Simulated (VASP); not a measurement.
Set up this calculation in VASP 6.6.1, as the native input.

- Task: single point
- Functional: PBEsol
- Potentials or basis: VASP PAW PBE potentials, release 64 (F, H)
- Cutoff: 520 eV
- k mesh: 1 × 1 × 1
- Occupations: fermi-dirac, width 0.02 eV
- Spin: no spin polarisation
- Dipole correction: no
- Further INCAR settings: ALGO = Normal; EDIFF = 1e-06; NBANDS = 36

The structure of HF lies in POSCAR:

```
HF
1.0
    5.4647890000      0.0000000000      0.0000000000
    0.0000000000      5.4647890000      0.0000000000
    0.0000000000      0.0000000000      5.4647890000
F H
6 6
Direct
    0.0294064419      0.0562693271      1.0577169585
    0.5132860573      0.6915729043      0.6601535759
    0.7416571802      0.2470177714      0.7687945500
    0.8365190312      0.9222313981      0.4188450826
    0.2206489583      0.4719486882      0.3980208568
    0.5937832183      0.4310321954      0.2216188036
   -0.1011749950      0.1285685504      0.9537239224
    0.5958693007      0.7559303754      0.5085283256
    0.7492329530      0.1091167472      0.6534744525
    0.9325154183      0.9934509823      0.2780345225
    0.3116131291      0.5641022920      0.5032948207
    0.4194489485      0.4228708556      0.2496528228
```

One way to write it, as run:

INCAR

```
SYSTEM = HF
PREC = Accurate
ENCUT = 520
EDIFF = 1E-6
ISMEAR = -1
SIGMA = 0.02
LREAL = .False.
LASPH = .True.
NELM = 60
ALGO = Normal
ISIF = 2
LWAVE = .False.
LCHARG = .False.
GGA = PS
NBANDS = 36
```

KPOINTS

```
regular mesh
0
Gamma
  1 1 1
  0 0 0
```

Potentials or basis: VASP PAW PBE potentials, release 64 (F, H).

Command:

```bash
$ cat potpaw_PBE.64/F/POTCAR potpaw_PBE.64/H/POTCAR > POTCAR
$ mpirun -np 1 vasp_gam > vasp.out
```

It gave:

```
Pressure               : 1.1 GPa
Largest force          : 3.839 eV/Å
Band gap on the k mesh : 6.45 eV
```

Caveat: the k points lie up to 1.15 Å⁻¹ apart; the PAW data sets were made with another functional, which shifts forces and pressure a little.

It took 11 s on 1 thread of AMD EPYC 9R45 96-Core Processor (Zen 5) (shared host), peak memory 0.19 GiB.
